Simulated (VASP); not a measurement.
# Bi in VASP: a series of runs, part 2 of 2

VASP 6.6.1. Earlier steps stand in the parts before.

## (3) Single point, LDA

The input, INCAR:

```
SYSTEM = Bi
PREC = Accurate
ENCUT = 520
EDIFF = 1E-6
ISMEAR = 0
SIGMA = 0.02
LREAL = .False.
LASPH = .True.
NELM = 80
ALGO = Normal
ISIF = 2
LWAVE = .False.
LCHARG = .True.
LDIPOL = .True.
IDIPOL = 3
DIPOL = 0.5 0.5 0.500
GGA = CA
LELF = .True.
LVHAR = .True.
LVACPOTAV = .True.
NBANDS = 22
```

The input, KPOINTS:

```
Automatic mesh
0
Gamma
  9 9 1
  0 0 0
```

The input, POSCAR:

```
Bi
1.0
    4.3510000000      0.0000000000      0.0000000000
   -2.1755000000      3.7680765319      0.0000000000
    0.0000000000      0.0000000000     28.0000000000
Bi
2
Direct
    0.3333333333      0.6666666667      0.5393750000
    0.6666666667      0.3333333333      0.4606250000
```

Potentials or basis: VASP PAW LDA potentials, release 64 (Bi_d).

Launch:

```bash
$ cat potpaw_LDA.64/Bi_d/POTCAR > POTCAR
$ mpirun -np 1 vasp_std > vasp.out
```

OUTCAR:

```text
SYSTEM = Bi
   PREC = Accurate
   ENCUT = 520
   EDIFF = 1E-6
   ISMEAR = 0
   LREAL = .False.
   LASPH = .True.
   NELM = 80
   ISIF = 2
   GGA = CA

 ion  position               nearest neighbor table
   1  0.333  0.667  0.539-   2 3.34   2 3.34   2 3.34
   2  0.667  0.333  0.461-   1 3.34   1 3.34   1 3.34

  LATTYP: Found a hexagonal cell.
 ALAT       =     4.3510000000
 C/A-ratio  =     6.4353022294

  Lattice vectors:

 A1 = (   4.3510000000,   0.0000000000,   0.0000000000)
 A2 = (  -2.1755000000,   3.7680765319,   0.0000000000)
 A3 = (   0.0000000000,   0.0000000000,  28.0000000000)

Analysis of symmetry for initial positions (statically):
=====================================================================
 Subroutine PRICEL returns:
 Original cell was already a primitive cell.

 Routine SETGRP: Setting up the symmetry group for a
 hexagonal supercell.

 Subroutine GETGRP returns: Found 12 space group operations
 (whereof 12 operations were pure point group operations)
 out of a pool of 24 trial point group operations.

The static configuration has the point symmetry D_3d.

Analysis of symmetry for dynamics (positions and initial velocities):
=====================================================================
 Subroutine PRICEL returns:
 Original cell was already a primitive cell.

 Routine SETGRP: Setting up the symmetry group for a
 hexagonal supercell.

 Subroutine GETGRP returns: Found 12 space group operations
 (whereof 12 operations were pure point group operations)
 out of a pool of 24 trial point group operations.

The dynamic configuration has the point symmetry D_3d.

 Subroutine INISYM returns: Found 12 space group operations
 (whereof 12 operations are pure point group operations),
 and found     1 'primitive' translations

----------------------------------------------------------------------------------------

                                     Primitive cell

  volume of cell :     459.0572

  direct lattice vectors                    reciprocal lattice vectors
[... 96 lines left out ...]
  Fermi-wavevector in a.u.,A,eV,Ry     =   0.659416  1.246116  5.916218  0.434830
  Thomas-Fermi vector in A             =   1.731545
   LORBIT       =      0    0 simple, 1 ext, 2 COOP (PROOUT), +10 PAW based schemes
   GGA     = CA    functional components
   LHFCALC =     F    Hartree Fock is set to
   AEXX    =    0.0000 exact exchange contribution
   IVDW    =     0    specifies the selected vdW correction
   LEPSILON=     F    determine dielectric tensor
   LRPA    =     F    only Hartree local field effects (RPA)
 non-spin polarized calculation
 Gauss-broadening in eV      SIGMA  =   0.02
  energy-cutoff  :      520.00
  volume of cell :      459.06
 maximum number of plane-waves:     12390
   NGX = 17   NGY = 17   NGZ =105

 dipolmoment           0.000000      0.000000      0.000000 electrons x Angstroem

 number of electron      29.9999989 magnetization

 dipolmoment           0.000000      0.000000     -0.000000 electrons x Angstroem

 Free energy of the ion-electron system (eV)
  ---------------------------------------------------
  ext. energy  EPLUGINS =         0.00000000
  ---------------------------------------------------
  free energy    TOTEN  =        -7.65887342 eV

  energy without entropy =       -7.65700865  energy(sigma->0) =       -7.65794104

 E-fermi :  -2.2368     XC(G=0):  -2.1438

 val. band max:       -2.2389224063   @ k =   0.1111   0.0000   0.0000
 cond. band min:      -2.2321226567   @ k =   0.3333   0.3333   0.0000
 fundamental gap:      0.0067997496
 Fermi energy:        -2.2368492142

 k-point     1 :       0.0000    0.0000    0.0000
  band No.  band energies     occupation
      1     -25.2749      2.00000
      2     -25.2749      2.00000
      3     -25.2263      2.00000
      4     -25.2238      2.00000
      5     -25.2238      2.00000
      6     -25.1651      2.00000
[... 289 lines left out ...]
     21       3.7310      0.00000
     22       4.1619      0.00000

------------------------ aborting loop because EDIFF is reached ----------------------------------------

  FORCE on cell =-STRESS in cart. coord.  units (eV):
  Direction    XX          YY          ZZ          XY          YZ          ZX
  --------------------------------------------------------------------------------------
  -------------------------------------------------------------------------------------
  Total       -3.4038490     -3.4038490     -5.6603056      0.0000000      0.0000000     -0.0000000
  in kB      -11.8799342    -11.8799342    -19.7553000      0.0000000      0.0000000     -0.0000000
  external PRESSURE =     -14.5050561 kB  Pullay stress =       0.0000000 kB

 VOLUME and BASIS-vectors are now :
 -----------------------------------------------------------------------------
  energy-cutoff  :      520.00
  volume of cell :      459.06
      direct lattice vectors                 reciprocal lattice vectors
     4.351000000  0.000000000  0.000000000     0.229832222  0.132693696  0.000000000
    -2.175500000  3.768076532  0.000000000     0.000000000  0.265387391  0.000000000
     0.000000000  0.000000000 28.000000000     0.000000000  0.000000000  0.035714286

 POSITION                                       TOTAL-FORCE (eV/Angst)
 -----------------------------------------------------------------------------------
     -0.00000      2.51205     15.10250        -0.000000      0.000000     -2.552316
      2.17550      1.25603     12.89750         0.000000     -0.000000      2.552316
 -----------------------------------------------------------------------------------
    total drift:                               -0.000000      0.000000     -0.000000

  FREE ENERGIE OF THE ION-ELECTRON SYSTEM (eV)
  ---------------------------------------------------
  free  energy   TOTEN  =        -7.6588734230 eV

  energy  without entropy=       -7.6570086518  energy(sigma->0) =       -7.65794104

 vacuum level on the upper side and lower side of the slab         1.563         1.563
```

OSZICAR:

```text
N       E                     dE             d eps       ncg     rms          rms(c)
DAV:   1     0.207446871964E+03    0.20745E+03   -0.13499E+04   720   0.100E+03
DAV:   2     0.881056747463E+01   -0.19864E+03   -0.19568E+03   600   0.271E+02
DAV:   3    -0.717787408746E+01   -0.15988E+02   -0.15915E+02   624   0.942E+01
[... 13 lines left out ...]
DAV:  17    -0.765884378739E+01   -0.17463E-04   -0.15231E-06   504   0.654E-03    0.856E-04
DAV:  18    -0.765886461750E+01   -0.20830E-04   -0.12903E-06   480   0.540E-03    0.643E-04
DAV:  19    -0.765886848131E+01   -0.38638E-05   -0.92029E-08   444   0.282E-03    0.363E-04
DAV:  20    -0.765887290569E+01   -0.44244E-05   -0.16330E-07   450   0.138E-03    0.149E-04
DAV:  21    -0.765887342298E+01   -0.51729E-06   -0.70964E-09   430   0.769E-04
   1 F= -.76588734E+01 E0= -.76579410E+01  d E =-.186477E-02
```

Run time: 4.5 min. Hardware: 1 thread of Intel Xeon 8259CL, shared host; peak memory 0.4 GiB.

What came out:

```
Free energy            : -7.6589 eV
Largest force          : 2.552 eV/Å
Band gap on the k mesh : zero (bands 15 and 16 overlap by 0.23 eV)
```

Forces on the atoms (eV/Å):
```
Bi   0.000  0.000 -2.552
Bi   0.000  0.000  2.552
```

Levels at points of the mesh, in eV from the Fermi level:
| k point | band 11 | band 12 | band 13 | band 14 | band 15 | band 16 | band 17 | band 18 | band 19 | band 20 |
| --- | --- | --- | --- | --- | --- | --- | --- | --- | --- | --- |
| (0.00, 0.00, 0.00) | -12.00 | -9.77 | -1.93 | 0.23 | 0.23 | 0.39 | 1.84 | 1.84 | 3.25 | 3.52 |

Caveat: spin-orbit coupling is left out, which moves the levels of the heavy elements.

## (4) Single point, LDA

The input, INCAR:

```
SYSTEM = Bi
PREC     = Accurate       ! precision mode
ENCUT    = 520            ! plane-wave cutoff, eV
EDIFF    = 1E-7           ! SCF threshold, eV
ISMEAR   = 0              ! smearing method
SIGMA    = 0.02           ! smearing width, eV
LREAL    = .False.        ! projectors in reciprocal space
LASPH    = .True.         ! aspherical terms in the spheres
NELM     = 80             ! most SCF steps
ALGO     = Normal         ! electronic algorithm
ISIF     = 2              ! what is computed and relaxed
LWAVE    = .False.        ! write WAVECAR
LCHARG   = .False.        ! write CHGCAR
LDIPOL   = .True.       
IDIPOL   = 3            
DIPOL    = 0.5 0.5 0.500
NBANDS   = 22             ! bands
```

The input, KPOINTS:

```
regular mesh
0
Gamma
  9 9 1
  0 0 0
```

The input, POSCAR:

```
Bi
1.0
    4.3510000000      0.0000000000      0.0000000000
   -2.1755000000      3.7680765319      0.0000000000
    0.0000000000      0.0000000000     28.0000000000
Bi
2
Direct
    0.3333333333      0.6666666667      0.5065714286
    0.6666666667      0.3333333333      0.4934285714
```

Potentials or basis: VASP PAW LDA potentials, release 64 (Bi_d).

Launch:

```bash
$ cat potpaw_LDA.64/Bi_d/POTCAR > POTCAR
$ mpirun -np 1 vasp_std > vasp.out
```

OUTCAR:

```text
SYSTEM = Bi
   PREC = Accurate
   ENCUT = 520
   EDIFF = 1E-7
   ISMEAR = 0
   LREAL = .False.
   LASPH = .True.
   NELM = 80
   ISIF = 2

 ion  position               nearest neighbor table
   1  0.333  0.667  0.507-   2 2.54   2 2.54   2 2.54
   2  0.667  0.333  0.493-   1 2.54   1 2.54   1 2.54

  LATTYP: Found a hexagonal cell.
 ALAT       =     4.3510000000
 C/A-ratio  =     6.4353022294

  Lattice vectors:

 A1 = (   4.3510000000,   0.0000000000,   0.0000000000)
[... 476 lines left out ...]

  FORCE on cell =-STRESS in cart. coord.  units (eV):
  Direction    XX          YY          ZZ          XY          YZ          ZX
  --------------------------------------------------------------------------------------
  -------------------------------------------------------------------------------------
  Total       20.5163313     20.5163313      0.7892965      0.0000000     -0.0000000      0.0000000
  in kB       71.6050176     71.6050176      2.7547612      0.0000000     -0.0000000      0.0000000
  external PRESSURE =      48.6549321 kB  Pullay stress =       0.0000000 kB

 VOLUME and BASIS-vectors are now :
 -----------------------------------------------------------------------------
  energy-cutoff  :      520.00
  volume of cell :      459.06
      direct lattice vectors                 reciprocal lattice vectors
     4.351000000  0.000000000  0.000000000     0.229832222  0.132693696  0.000000000
    -2.175500000  3.768076532  0.000000000     0.000000000  0.265387391  0.000000000
     0.000000000  0.000000000 28.000000000     0.000000000  0.000000000  0.035714286

 POSITION                                       TOTAL-FORCE (eV/Angst)
 -----------------------------------------------------------------------------------
     -0.00000      2.51205     14.18400        -0.000000      0.000000      2.240398
      2.17550      1.25603     13.81600         0.000000      0.000000     -2.240398
 -----------------------------------------------------------------------------------
    total drift:                                0.000000      0.000000     -0.000000

  FREE ENERGIE OF THE ION-ELECTRON SYSTEM (eV)
  ---------------------------------------------------
  free  energy   TOTEN  =        -4.8083775434 eV

  energy  without entropy=       -4.8073677578  energy(sigma->0) =       -4.80787265

 vacuum level on the upper side and lower side of the slab         1.616         1.616
```

Wall time 4 min (1 thread of Intel Xeon 8259CL, shared host); peak memory 0.41 GiB.

What came out:

| Quantity | Value |
| --- | --- |
| Free energy | -4.8084 eV |
| Largest force | 2.240 eV/Å |
| Band gap on the k mesh | zero (bands 15 and 16 overlap by 0.44 eV) |

Forces on the atoms (eV/Å):
```
Bi   0.000  0.000  2.240
Bi   0.000  0.000 -2.240
```

Caveat: spin-orbit coupling is left out, which moves the levels of the heavy elements.

## (5) The runs side by side

```tsv
cell	gap on the mesh (eV)	largest force (eV/Å)
as given, atomic positions A	-	1.60
as given, atomic positions B	none	2.55
as given, atomic positions C	none	2.24
```

Alike in all rows: task single point; level LDA; potentials or basis VASP PAW LDA potentials, release 64 (Bi_d); no spin polarisation; k mesh 9 × 9 × 1; cutoff (eV) 520; smearing gaussian 0.02 eV.

Caveats: spin-orbit coupling is left out, which moves the levels of the heavy elements.

Total energies depend on the potentials used, so only differences within one code and one set of settings carry meaning.
